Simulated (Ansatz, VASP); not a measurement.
# Two plane-wave programs on CuO

File POSCAR:

```
CuO
1.0
    2.3418500000     -1.7113000000      0.0000000000
    2.3418500000      1.7113000000      0.0000000000
   -0.8500274268      0.0000000000      5.0578693947
Cu O
2 2
Direct
    0.5000000000      0.0000000000      0.5000000000
    0.0000000000      0.5000000000      0.0000000000
    0.4184000000      0.5816000000      0.7500000000
    0.5816000000      0.4184000000      0.2500000000
```

Contents of INCAR.step1:

```
SYSTEM = CuO
PREC     = Accurate       ! precision mode
ENCUT    = 520            ! plane-wave cutoff, eV
ISMEAR   = -1             ! smearing method
SIGMA    = 0.05           ! smearing width, eV
LREAL    = .False.        ! projectors in reciprocal space
LASPH    = .True.         ! aspherical terms in the spheres
NELM     = 150            ! most SCF steps
LMAXMIX  = 4              ! l up to which the mixer works
LDAU     = .True.         ! DFT+U
LDAUTYPE = 2            
LDAUL    = 2 -1           ! shell
LDAUU    = 5.3 0          ! U, eV
LDAUJ    = 0 0          
NBANDS   = 25             ! bands
GGA      = PE             ! functional
ALGO     = Normal         ! electronic algorithm
EDIFF    = 1E-4           ! SCF threshold, eV
LWAVE    = .True.         ! write WAVECAR
LCHARG   = .False.        ! write CHGCAR
```

Contents of INCAR.step2:

```
SYSTEM = CuO
PREC     = Accurate       ! precision mode
ENCUT    = 520            ! plane-wave cutoff, eV
EDIFF    = 1E-6           ! SCF threshold, eV
ISMEAR   = -1             ! smearing method
SIGMA    = 0.05           ! smearing width, eV
LREAL    = .False.        ! projectors in reciprocal space
LASPH    = .True.         ! aspherical terms in the spheres
NELM     = 150            ! most SCF steps
ALGO     = Normal         ! electronic algorithm
ISIF     = 2              ! what is computed and relaxed
LWAVE    = .False.        ! write WAVECAR
LCHARG   = .True.         ! write CHGCAR
LMAXMIX  = 4              ! l up to which the mixer works
LDAU     = .True.         ! DFT+U
LDAUTYPE = 2            
LDAUL    = 2 -1           ! shell
LDAUU    = 5.3 0          ! U, eV
LDAUJ    = 0 0          
LDAUPRINT= 1            
METAGGA  = R2SCAN         ! meta-GGA
LMIXTAU  = .True.       
LELF     = .True.         ! ELF
LVHAR    = .True.       
NBANDS   = 25             ! bands
ISTART   = 1
```

KPOINTS

```
regular mesh
0
Gamma
  10 10 5
  0 0 0
```

input.yaml

```yaml
crystal:
  lattice:
    - [2.34185, -1.7113, 0.0]
    - [2.34185, 1.7113, 0.0]
    - [-0.8500274268, 0.0, 5.0578693947]
  atoms:
    - { symbol: Cu, position: [0.5, 0.0, 0.5] }
    - { symbol: Cu, position: [0.0, 0.5, 0.0] }
    - { symbol: O, position: [0.4184, 0.5816, 0.75] }
    - { symbol: O, position: [0.5816, 0.4184, 0.25] }
hamiltonian:
  xc: r2scan
  pseudopotentials: { kind: paw }
  hubbard: { sites: [{ species: Cu, l: d, u_eff: 5.3 }] }
kpoints:
  mp_grid: { grid: [10, 10, 5] }
  band_path:
    path:
      - [[0.0, 0.0, 0.0], [-0.5, -0.5, 0.0], [-0.5247847702, -0.5247847702, 0.3275098836], [-0.5, -0.5, 0.5], [-0.6335075857, -0.3664924143, 0.5]]
      - [[-0.3664924143, 0.3664924143, 0.5], [0.0, 0.0, 0.5], [-0.4752152298, -0.4752152298, 0.6724901164]]
      - [[-0.5, -0.5, 0.0], [-0.612731633, -0.387268367, 0.0]]
      - [[-0.387268367, 0.387268367, 0.0], [0.0, 0.0, 0.0], [-0.5, 0.0, 0.0]]
      - [[-0.5, 0.0, 0.5], [0.0, 0.0, 0.0]]
    npoints: 14
scf:
  occupations: { method: fermi_dirac, width: 0.05 }
  n_extra_bands: 10
output:
  forces: true
  stress: true
  eigenvalues: true
  fatbands: true
  write_density: true
  write_potential: true
  elf: true
  volumetric_format: npy
```

Alike in both runs: functional r2SCAN; k mesh 10 × 10 × 5; occupations fermi-dirac, width 0.05 eV; no spin polarisation; Hubbard terms Cu d U = 5.3 eV.

```csv
,VASP,Ansatz
version,VASP 6.6.1,Ansatz 0.2.0
potentials or method,"VASP PAW PBE potentials, release 64 (Cu, O)",Ansatz PAW
plane-wave cutoff (eV),520,500
valence electrons in the cell,34,50
task,single point,band structure
```

```csv
,VASP,Ansatz,Ansatz less VASP
gap on the k mesh at the Fermi level (eV),none,none,-
pressure (GPa),-4.3,1.0,+5.36
"traceless stress, the component that is largest in VASP (GPa)",1.48,0.65,-0.823
rms of the force components (eV/Å),0.076,0.064,-0.0120
```

VASP's potentials were made for PBE, not for r2SCAN. The programs project onto different local orbitals, so the same U acts differently, and such runs can settle in different states. Atom by atom the forces differ by 0.012 eV/Å (rms over components). A gap of «none» marks a metal or a gap that the smearing closes. VASP's potentials hold 34 valence electrons a cell and Ansatz's 50, so a difference there can come from the potentials and not from the codes.
